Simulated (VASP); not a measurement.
A run of VASP 6.6.1:

File POSCAR:

```
GaAs
1.0
    0.0000000000      2.7886446409      2.7886446409
    2.7886446409      0.0000000000      2.7886446409
    2.7886446409      2.7886446409      0.0000000000
As Ga
1 1
Direct
    0.7500000000      0.7500000000      0.7500000000
    0.0000000000      0.0000000000      0.0000000000
```

Contents of INCAR.step1:

```
SYSTEM = GaAs
PREC     = Accurate       ! precision mode
ENCUT    = 520            ! plane-wave cutoff, eV
EDIFF    = 1E-5           ! SCF threshold, eV
ISMEAR   = -1             ! smearing method
SIGMA    = 0.05           ! smearing width, eV
LREAL    = .FALSE.        ! projectors in reciprocal space
LASPH    = .TRUE.         ! aspherical terms in the spheres
NELM     = 60             ! most SCF steps
ALGO     = Normal         ! electronic algorithm
ISIF     = 2              ! what is computed and relaxed
LWAVE    = .TRUE.         ! write WAVECAR
LCHARG   = .FALSE.        ! write CHGCAR
NBANDS   = 16             ! bands
GGA      = PE             ! functional
```

INCAR.step2

```
SYSTEM = GaAs
PREC     = Accurate       ! precision mode
ENCUT    = 520            ! plane-wave cutoff, eV
EDIFF    = 1E-6           ! SCF threshold, eV
ISMEAR   = -1             ! smearing method
SIGMA    = 0.05           ! smearing width, eV
LREAL    = .FALSE.        ! projectors in reciprocal space
LASPH    = .TRUE.         ! aspherical terms in the spheres
NELM     = 60             ! most SCF steps
ALGO     = Normal         ! electronic algorithm
ISIF     = 2              ! what is computed and relaxed
LWAVE    = .FALSE.        ! write WAVECAR
LCHARG   = .FALSE.        ! write CHGCAR
GGA      = PE             ! functional
LHFCALC  = .TRUE.         ! exact exchange
AEXX     = 1.0            ! exact-exchange fraction
ALDAC    = 0.0          
AGGAC    = 0.0          
PRECFOCK = Normal       
NBANDS   = 16             ! bands
ISTART   = 1
```

File KPOINTS:

```
Automatic mesh
0
G
  4 4 4
  0 0 0
```

Potentials or basis: VASP PAW PBE potentials, release 64 (As, Ga_d).

The run is started by

```console
$ cat potpaw_PBE.64/As/POTCAR potpaw_PBE.64/Ga_d/POTCAR > POTCAR
$ cp INCAR.step1 INCAR
$ mpirun -np 1 vasp_std > vasp.out
$ cp INCAR.step2 INCAR
$ mpirun -np 1 vasp_std > vasp.out
```

Hardware: 1 thread of Intel(R) Xeon(R) Platinum 8259CL CPU @ 2.50GHz (Skylake/Cascade Lake), with other jobs on the host.

Question: How long does it take, and how much memory?

Answer: Wall time 9.6 min on 1 thread of Intel(R) Xeon(R) Platinum 8259CL CPU @ 2.50GHz (Skylake/Cascade Lake), with other jobs on the host, peak memory 0.18 GiB. Counts: k points 8.
